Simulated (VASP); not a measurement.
Crystal: Hf.

```
CELL_PARAMETERS angstrom
3.20451 0.00000 0.00000
-1.60225 2.77518 0.00000
0.00000 0.00000 5.07382
ATOMIC_POSITIONS crystal
Hf 0.33333 0.66667 0.25000
Hf 0.66667 0.33333 0.75000
```

Program: VASP 6.6.1. Alike in all runs: task single point; level PBE; potentials or basis VASP PAW PBE potentials, release 64 (Hf_pv); no spin polarisation; cell as given; cutoff (eV) 520. Hardware: 1 thread of Intel Xeon 8259CL (shared host).

Task: Order these runs on this cell by their wall time, lowest first.
A. k mesh 16 × 16 × 9; smearing fermi-dirac 0.1 eV
B. k mesh 11 × 11 × 6; smearing methfessel-paxton 0.2 eV
C. k mesh 4 × 4 × 2; smearing fermi-dirac 0.1 eV

Result: C (12 s), B (52 s), A (110 s).

Caveats: some runs use coarse meshes.
